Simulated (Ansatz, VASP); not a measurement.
BN in VASP and in Ansatz

```
B N
1.0
     2.59225    0.00000    0.00000
    -1.29612    2.24495    0.00000
     0.00000    0.00000    4.22685
B N
2 2
Direct
  0.66667 0.33333 0.99972
  0.33333 0.66667 0.49972
  0.66667 0.33333 0.62528
  0.33333 0.66667 0.12528
```

Change from the starting cell: strain +0.0150 x Voigt [1, 1, 0, 0, 0, 0], atoms carried along.

Alike in both runs: task single point; functional r2SCAN; k mesh 12 × 12 × 6; occupations gaussian, width 0.05 eV; no spin polarisation.

|  | VASP | Ansatz |
| --- | --- | --- |
| version | VASP 6.6.1 | Ansatz 0.2.0 |
| potentials or method | VASP PAW PBE potentials, release 64 (B, N), cutoff 520 eV | scalar-relativistic, plane waves, PAW |
| valence electrons in the cell | 16 | 16 |

VASP gave:

- gap on the k mesh at the Fermi level (eV): 5.81
- least direct gap on the mesh (eV): 8.65
- pressure (GPa): -14.2
- traceless stress, the component that is largest in VASP (GPa): 8.54
- rms of the force components (eV/Å): 0.012

Question: Estimate Ansatz's values.

Answer: gap on the k mesh at the Fermi level (eV): 5.84; least direct gap on the mesh (eV): 8.67; pressure (GPa): -15.1; traceless stress, the component that is largest in VASP (GPa): 8.49; rms of the force components (eV/Å): 0.012.

VASP's potentials were made for PBE, not for r2SCAN. Atom by atom the forces differ by 0.001 eV/Å (rms over components). The functional is the same, so the differences come from potentials, cutoffs and numerics.
